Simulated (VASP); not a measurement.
## Al (a cell with a defect): single point with PBE

System: Al (a cell with a defect).

```
CELL_PARAMETERS angstrom
8.10000 0.00000 0.00000
0.00000 8.10000 0.00000
0.00000 0.00000 8.10000
ATOMIC_POSITIONS crystal
Al 0.75000 0.25000 0.00000
Al 0.75000 0.99867 0.25133
Al 0.00269 0.00269 0.00000
Al 0.49731 0.00269 0.00000
Al 0.49731 0.49731 0.00000
Al 0.75000 0.75000 0.00000
Al 0.25000 0.00269 0.24731
Al 0.49731 0.25000 0.24731
Al 0.75000 0.50133 0.25133
Al 0.50133 0.99867 0.50000
Al 0.75000 0.25000 0.50000
Al 0.75000 0.99867 0.74867
Al 0.00269 0.49731 0.00000
Al 0.25000 0.75000 0.00000
Al 0.00269 0.25000 0.24731
Al 0.25000 0.49731 0.24731
Al 0.50133 0.75000 0.25133
Al 0.99867 0.99867 0.50000
Al 0.25000 0.25000 0.50000
Al 0.50133 0.50133 0.50000
Al 0.75000 0.75000 0.50000
Al 0.25000 0.00269 0.75269
Al 0.49731 0.25000 0.75269
Al 0.75000 0.50133 0.74867
Al 0.99867 0.75000 0.25133
Al 0.99867 0.50133 0.50000
Al 0.25000 0.75000 0.50000
Al 0.00269 0.25000 0.75269
Al 0.25000 0.49731 0.75269
Al 0.50133 0.75000 0.74867
Al 0.99867 0.75000 0.74867
```

```json
{
 "Program": "VASP 6.6.1",
 "Task": "single point",
 "Functional": "PBE",
 "Potentials or basis": "VASP PAW PBE potentials, release 64 (Al)",
 "Cutoff": "520 eV",
 "k mesh": "3 × 3 × 3",
 "Occupations": "gaussian, width 0.15 eV",
 "Spin": "no spin polarisation"
}
```

The pressure is -1.2 GPa, the largest force is 0.035 eV/Å and the band gap on the k mesh is zero (an odd number of electrons rules out a gap without spin polarisation).

Forces in eV/Å, atoms in the order of the input:
```
Al   0.000  0.000  0.000
Al   0.000  0.024 -0.024
Al  -0.024 -0.024  0.000
Al   0.024 -0.024  0.000
Al   0.024  0.024  0.000
Al   0.000  0.000  0.000
Al   0.000 -0.024  0.024
Al   0.024  0.000  0.024
Al   0.000 -0.024 -0.024
Al  -0.024  0.024  0.000
Al   0.000  0.000  0.000
Al   0.000  0.024  0.024
Al  -0.024  0.024  0.000
Al   0.000  0.000  0.000
Al  -0.024  0.000  0.024
Al   0.000  0.024  0.024
Al  -0.024  0.000 -0.024
Al   0.024  0.024  0.000
Al   0.000  0.000  0.000
Al  -0.024 -0.024  0.000
Al   0.000  0.000  0.000
Al   0.000 -0.024 -0.024
Al   0.024  0.000 -0.024
Al   0.000 -0.024  0.024
Al   0.024  0.000 -0.024
Al   0.024 -0.024  0.000
Al   0.000  0.000  0.000
Al  -0.024  0.000 -0.024
Al   0.000  0.024 -0.024
Al  -0.024  0.000  0.024
Al   0.024  0.000  0.024
```

Levels at points of the mesh, in eV from the Fermi level:
| k point | band 42 | band 43 | band 44 | band 45 | band 46 | band 47 | band 48 | band 49 | band 50 | band 51 |
| --- | --- | --- | --- | --- | --- | --- | --- | --- | --- | --- |
| (0.00, 0.00, 0.00) | -0.59 | -0.30 | -0.30 | -0.30 | 0.45 | 0.49 | 0.49 | 0.49 | 0.52 | 0.52 |

It took 3.5 min on 1 thread of Intel(R) Xeon(R) Platinum 8488C (Sapphire Rapids), with other jobs on the host, peak memory 0.48 GiB.
